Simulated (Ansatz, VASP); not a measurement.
## Hf in VASP and in Ansatz

```
Hf
1.0
     0.00000    2.39760    2.04240
     2.39760    0.00000    2.04240
     2.39760    2.39760    0.00000
Hf
1
Direct
  0.00000 0.00000 0.00000
```

Change from the starting cell: strain +0.080 along x and y, -0.080 along z, atoms carried along.

Alike in both runs: task single point; functional PBEsol; k mesh 18 × 18 × 18; occupations gaussian, width 0.15 eV; no spin polarisation.

|  | VASP | Ansatz |
| --- | --- | --- |
| version | VASP 6.6.1 | Ansatz 0.2.0 |
| potentials or method | VASP PAW PBE potentials, release 64 (Hf_pv), cutoff 520 eV | scalar-relativistic, plane waves, PAW |
| valence electrons in the cell | 10 | 26 |

|  | VASP | Ansatz | Ansatz less VASP |
| --- | --- | --- | --- |
| gap on the k mesh at the Fermi level (eV) | none | none | - |
| pressure (GPa) | -8.5 | -8.1 | +0.37 |
| traceless stress, the component that is largest in VASP (GPa) | 3.48 | 3.44 | -0.044 |

VASP's potentials were made for PBE, not for PBEsol. A gap of «none» marks a metal or a gap that the smearing closes. The functional is the same, so the differences come from potentials, cutoffs and numerics. VASP's potentials hold 10 valence electrons a cell and Ansatz's 26, so a difference there can come from the potentials and not from the codes.

Neither program's run includes spin-orbit coupling.
